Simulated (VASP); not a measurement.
# Zn (Fm-3m) in VASP: settings compared, part 2 of 2

VASP 6.6.1.

## (4) Relaxation of cell and atoms, BLYP

Input file INCAR:

```
SYSTEM = Zn
PREC = Accurate ; ENCUT = 600
EDIFF = 1E-6 ; ISMEAR = -1
SIGMA = 0.05 ; LREAL = .FALSE.
LASPH = .TRUE. ; NELM = 80
ALGO = Normal ; ISIF = 3
LWAVE = .FALSE. ; LCHARG = .FALSE.
GGA = B5 ; ALDAX = 1.0
AGGAX = 1.0 ; AGGAC = 1.0
ALDAC = 0.0 ; IBRION = 2
NSW = 60 ; EDIFFG = -0.01
```

Input file KPOINTS:

```
Automatic mesh
0
G
  12 12 12
  0 0 0
```

Input file POSCAR:

```
Zn
1.0
    0.0000000000      1.9647760000      1.9647760000
    1.9647760000      0.0000000000      1.9647760000
    1.9647760000      1.9647760000      0.0000000000
Zn
1
Direct
    0.0000000000      0.0000000000      0.0000000000
```

Potentials or basis: VASP PAW PBE potentials, release 64 (Zn).

Command:

```bash
cat potpaw_PBE.64/Zn/POTCAR > POTCAR
mpirun -np 1 vasp_std > vasp.out
```

OUTCAR:

```text
SYSTEM = Zn
   PREC = Accurate
   ENCUT = 600
   EDIFF = 1E-6
   ISMEAR = -1
   LREAL = .FALSE.
   LASPH = .TRUE.
   NELM = 80
   ISIF = 3
   GGA = B5
   IBRION = 2
   NSW = 60
   EDIFFG = -0.01

 ion  position               nearest neighbor table
   1  0.000  0.000  0.000-

  LATTYP: Found a face centered cubic cell.
 ALAT       =     3.9295520000

  Lattice vectors:

 A1 = (   0.0000000000,   1.9647760000,   1.9647760000)
 A2 = (   1.9647760000,   0.0000000000,   1.9647760000)
 A3 = (   1.9647760000,   1.9647760000,   0.0000000000)

Analysis of symmetry for initial positions (statically):
=====================================================================
 Subroutine PRICEL returns:
 Original cell was already a primitive cell.

 Routine SETGRP: Setting up the symmetry group for a
 face centered cubic supercell.

 Subroutine GETGRP returns: Found 48 space group operations
 (whereof 48 operations were pure point group operations)
 out of a pool of 48 trial point group operations.

The static configuration has the point symmetry O_h .

Analysis of symmetry for dynamics (positions and initial velocities):
=====================================================================
[... 165 lines left out ...]
  Total        0.5874261      0.5874261      0.5874261      0.0000000      0.0000000      0.0000000
  in kB       62.0432686     62.0432686     62.0432686      0.0000000      0.0000000      0.0000000
  external PRESSURE =      62.0432686 kB  Pullay stress =       0.0000000 kB
[... 57 lines left out ...]
--------------------------------------- Ionic step        3  -------------------------------------------

 number of electron      12.0000008 magnetization

 Free energy of the ion-electron system (eV)
  ---------------------------------------------------
  ext. energy  EPLUGINS =         0.00000000
  ---------------------------------------------------
  free energy    TOTEN  =        -0.33322808 eV

  energy without entropy =       -0.32913279  energy(sigma->0) =       -0.33118044

 E-fermi :   2.6893     XC(G=0): -10.4433

 val. band max:        2.6636834998   @ k =  -0.3333   0.3333   0.1667
 cond. band min:       2.8041433474   @ k =  -0.4167   0.2500   0.0833
 fundamental gap:      0.1404598476
 Fermi energy:         2.6893406257

 k-point     1 :       0.0000    0.0000    0.0000
  band No.  band energies     occupation
      1      -6.6744      2.00000
      2      -4.7484      2.00000
      3      -4.7484      2.00000
      4      -4.7484      2.00000
      5      -4.4458      2.00000
      6      -4.4458      2.00000
      7      19.2589      0.00000
      8      19.2589      0.00000
      9      19.2589      0.00000
     10      21.2052      0.00000
[... 287 lines left out ...]
 k-point    24 :      -0.4167    0.1667    0.0000
  band No.  band energies     occupation
      1      -5.1062      2.00000
      2      -4.8052      2.00000
      3      -4.6334      2.00000
      4      -4.4340      2.00000
      5      -4.2481      2.00000
      6       0.7287      2.00000
      7       2.3098      1.99899
      8      11.3904      0.00000
      9      14.7141      0.00000
     10      17.4820      0.00000

 [... further k-points ...]
[... 5 lines left out ...]
  --------------------------------------------------------------------------------------
  -------------------------------------------------------------------------------------
  Total       -0.0084682     -0.0084682     -0.0084682      0.0000000     -0.0000000     -0.0000000
  in kB       -0.7983531     -0.7983531     -0.7983531      0.0000000     -0.0000000     -0.0000000
  external PRESSURE =      -0.7983531 kB  Pullay stress =       0.0000000 kB
[... 16 lines left out ...]
  FREE ENERGIE OF THE ION-ELECTRON SYSTEM (eV)
  ---------------------------------------------------
  free  energy   TOTEN  =        -0.3332280842 eV

  energy  without entropy=       -0.3291327935  energy(sigma->0) =       -0.33118044

 reached required accuracy - stopping structural energy minimisation
```

OSZICAR:

```text
N       E                     dE             d eps       ncg     rms          rms(c)
DAV:   1     0.387808487471E+02    0.38781E+02   -0.76143E+03  1440   0.209E+03
DAV:   2     0.377554243584E+00   -0.38403E+02   -0.36711E+02  1450   0.218E+02
DAV:   3    -0.403853834153E+00   -0.78141E+00   -0.78028E+00  1630   0.338E+01
[... 21 lines left out ...]
DAV:   3    -0.338444631926E+00    0.13262E-01   -0.35210E-03  1478   0.933E-01    0.480E-01
DAV:   4    -0.333210367475E+00    0.52343E-02   -0.16604E-03  1952   0.593E-01    0.121E-02
DAV:   5    -0.333224643419E+00   -0.14276E-04   -0.44736E-05  1474   0.741E-02    0.549E-03
DAV:   6    -0.333228144205E+00   -0.35008E-05   -0.36959E-06  1644   0.245E-02    0.114E-03
DAV:   7    -0.333228084193E+00    0.60012E-07   -0.13793E-07   722   0.368E-03
   3 F= -.33322808E+00 E0= -.33118044E+00  d E =-.309220E-01
```

It took 66 s on 1 thread of Intel Xeon 8259CL, shared host; peak memory 0.14 GiB.

Results:

| Item | Value |
| --- | --- |
| Free energy | -0.3332 eV |
| Relaxed volume | 16.99 Å³/atom |
| Relaxed cell | a = 2.886 Å, b = 2.886 Å, c = 2.886 Å, α = 60.00°, β = 60.00°, γ = 60.00° |
| Space group after relaxing (to 0.05 Å) | Fm-3m (No. 225) |
| Energy gained by relaxing | 30.9 meV/atom |
| Ionic steps | 3 |
| Pressure after relaxing | -0.1 GPa |
| Band gap on the k mesh | zero (band 6 reaches 4.99 eV, above the bottom of band 7 at 1.10 eV) |

The path:
```csv
step,energy change (eV),largest force (eV/Å),pressure (GPa),volume (Å³)
1,0.0000,0.0000,6.20,15.17
2,-0.0292,0.0000,1.23,16.50
3,-0.0309,0.0000,-0.08,16.99
```

Final structure:
```
CELL_PARAMETERS angstrom
0.00000 2.04060 2.04060
2.04060 0.00000 2.04060
2.04060 2.04060 0.00000
ATOMIC_POSITIONS crystal
Zn 0.00000 0.00000 0.00000
```

Caveat: the PAW data sets were made with another functional, which shifts forces and pressure a little.

## (5) Relaxation of cell and atoms, PBE-based screened hybrid

POSCAR is that of step 4.

Input file INCAR.step1:

```
PREC = Accurate
ENCUT = 500
EDIFF = 1E-5
ISMEAR = -1
SIGMA = 0.05
LREAL = False
LASPH = True
NELM = 120
ALGO = Normal
LWAVE = True
LCHARG = False
GGA = PE
NBANDS = 12
GGA_COMPAT = False
IBRION = 2
ISIF = 3
EDIFFG = -0.005
NELMIN = 4
NSW = 100
```

Input file INCAR.step2:

```
PREC = Accurate
ENCUT = 500
EDIFF = 1E-7
ISMEAR = -1
SIGMA = 0.05
LREAL = False
LASPH = True
NELM = 120
ALGO = Normal
ISIF = 3
LWAVE = False
LCHARG = False
GGA = PE
LHFCALC = True
AEXX = 0.25
HFSCREEN = 0.3
PRECFOCK = Normal
IBRION = 2
NSW = 60
EDIFFG = -0.01
ISTART = 1
GGA_COMPAT = False
NELMIN = 4
```

Input file KPOINTS:

```
Automatic mesh
0
Gamma
  6 6 6
```

Command:

```bash
cat potpaw_PBE.64/Zn/POTCAR > POTCAR
cp INCAR.step1 INCAR
mpirun -np 1 vasp_std > vasp.out
cp INCAR.step2 INCAR
mpirun -np 1 vasp_std > vasp.out
```

Run time: 5.8 min. Hardware: 1 thread of Intel Xeon Platinum 8375C at 2.90GHz (Ice Lake), shared host; peak memory 0.22 GiB.

Results (log left out):

* Free energy: -1.0845 eV
* Pressure after relaxing: -0.1 GPa
* Band gap on the k mesh: zero (band 6 reaches 3.62 eV, above the bottom of band 7 at 1.59 eV)

Final structure:
```yaml
crystal:
  lattice:
    - [0.00000, 1.96478, 1.96478]
    - [1.96478, 0.00000, 1.96478]
    - [1.96478, 1.96478, 0.00000]
  atoms:
    - { symbol: Zn, position: [0.00000, 0.00000, 0.00000] }
```

Levels at points of the mesh, in eV from the Fermi level:
```csv
k point,band 2,band 3,band 4,band 5,band 6,band 7,band 8,band 9,band 10
"(0.00, 0.00, 0.00)",-10.00,-10.00,-10.00,-9.63,-9.63,19.15,19.15,19.15,19.36
"(0.50, 0.00, 0.00)",-10.01,-10.01,-9.32,-9.32,-3.52,-1.75,16.06,16.06,17.84
"(0.50, 0.50, 0.00)",-10.60,-9.35,-9.24,-9.24,-1.39,1.71,8.85,8.85,12.36
```

Caveat: the k points lie up to 0.46 Å⁻¹ apart in the final cell; the relaxation stopped at its first step, so nothing moved; the PAW data sets were made with another functional, which shifts forces and pressure a little.

## (6) Relaxation of cell and atoms, PBEsol-based screened hybrid

POSCAR is that of step 5.

Input file INCAR.step1:

```
ALGO = Normal
EDIFF = 1E-5
EDIFFG = -0.005
ENCUT = 500
GGA = PE
GGA_COMPAT = False
IBRION = 2
ISIF = 3
ISMEAR = -1
LASPH = True
LCHARG = False
LREAL = False
LWAVE = True
NBANDS = 12
NELM = 120
NELMIN = 4
NSW = 100
PREC = Accurate
SIGMA = 0.05
```

Input file INCAR.step2:

```
AEXX = 0.25
ALGO = Normal
EDIFF = 1E-7
EDIFFG = -0.01
ENCUT = 500
GGA = PS
GGA_COMPAT = False
HFSCREEN = 0.207
IBRION = 2
ISIF = 3
ISMEAR = -1
ISTART = 1
LASPH = True
LCHARG = False
LHFCALC = True
LREAL = False
LWAVE = False
NELM = 120
NELMIN = 4
NSW = 60
PREC = Accurate
PRECFOCK = Normal
SIGMA = 0.05
```

Input file KPOINTS:

```
k-points
0
Gamma
  6 6 6
```

Potentials or basis: VASP PAW PBE potentials, release 64 (Zn).

Command:

```bash
cat potpaw_PBE.64/Zn/POTCAR > POTCAR
cp INCAR.step1 INCAR
mpirun -np 1 vasp_std > vasp.out
cp INCAR.step2 INCAR
mpirun -np 1 vasp_std > vasp.out
```

Wall time 19 min (1 thread of Intel Xeon Platinum 8375C at 2.90GHz (Ice Lake), shared host); peak memory 0.23 GiB.

Results (log left out):

* Free energy: -1.4000 eV
* Relaxed volume: 14.39 Å³/atom
* Relaxed cell: a = 2.730 Å, b = 2.730 Å, c = 2.730 Å, α = 60.00°, β = 60.00°, γ = 60.00°
* Space group after relaxing (to 0.05 Å): Fm-3m (No. 225)
* Energy gained by relaxing: 9.9 meV/atom
* Ionic steps: 3
* Pressure after relaxing: -0.1 GPa
* Band gap on the k mesh: zero (band 6 reaches 3.80 eV, above the bottom of band 7 at 1.89 eV)

Step by step:
| step | energy change (eV) | largest force (eV/Å) | pressure (GPa) | volume (Å³) |
| --- | --- | --- | --- | --- |
| 1 | 0.0000 | 0.0000 | -3.96 | 15.17 |
| 2 | -0.0099 | 0.0000 | 0.17 | 14.36 |
| 3 | -0.0099 | 0.0000 | -0.06 | 14.39 |

Final structure:
```xyz
1
Lattice="0.0000 1.9306 1.9306 1.9306 0.0000 1.9306 1.9306 1.9306 0.0000" Properties=species:S:1:pos:R:3 pbc="T T T"
Zn    0.0000    0.0000    0.0000
```

Levels at points of the mesh, in eV from the Fermi level:
| k point | band 2 | band 3 | band 4 | band 5 | band 6 | band 7 | band 8 | band 9 | band 10 |
| --- | --- | --- | --- | --- | --- | --- | --- | --- | --- |
| (0.00, 0.00, 0.00) | -10.40 | -10.40 | -10.40 | -9.99 | -9.99 | 19.89 | 19.95 | 19.95 | 19.95 |
| (0.50, 0.00, 0.00) | -10.42 | -10.42 | -9.65 | -9.65 | -3.97 | -1.78 | 16.74 | 16.74 | 18.32 |
| (0.50, 0.50, 0.00) | -11.08 | -9.67 | -9.55 | -9.55 | -1.70 | 1.88 | 9.17 | 9.17 | 12.82 |

Caveat: the k points lie up to 0.47 Å⁻¹ apart in the final cell; the PAW data sets were made with another functional, which shifts forces and pressure a little.

## (7) Overview

```csv
task,level,cell,k mesh,cutoff (eV),grid for exact exchange (PRECFOCK),share of exact exchange,screening parameter,gap on the mesh (eV),pressure (GPa),relaxed volume (Å³/atom)
single point,r2SCAN,as given,12 × 12 × 12,520,-,-,-,none,-4.3,-
relaxation of cell and atoms,revPBE,relaxed,12 × 12 × 12,600,-,-,-,none,0.1,15.67
relaxation of cell and atoms,BLYP,relaxed,12 × 12 × 12,600,-,-,-,none,-0.1,16.99
relaxation of cell and atoms,PBE-based screened hybrid,relaxed,6 × 6 × 6,500,Normal,0.25,0.3 1/Å,none,-0.1,-
relaxation of cell and atoms,PBEsol-based screened hybrid,relaxed,6 × 6 × 6,500,Normal,0.25,0.207 1/Å,none,-0.1,14.39
```

Alike in all rows: potentials or basis VASP PAW PBE potentials, release 64 (Zn); no spin polarisation; smearing fermi-dirac 0.05 eV.

Caveats: some runs use coarse meshes; the PAW data sets were made with another functional, which shifts forces and pressure a little; the relaxation stopped at its first step, so nothing moved (some runs).

Absolute energies hang on the potentials; compare differences alone.
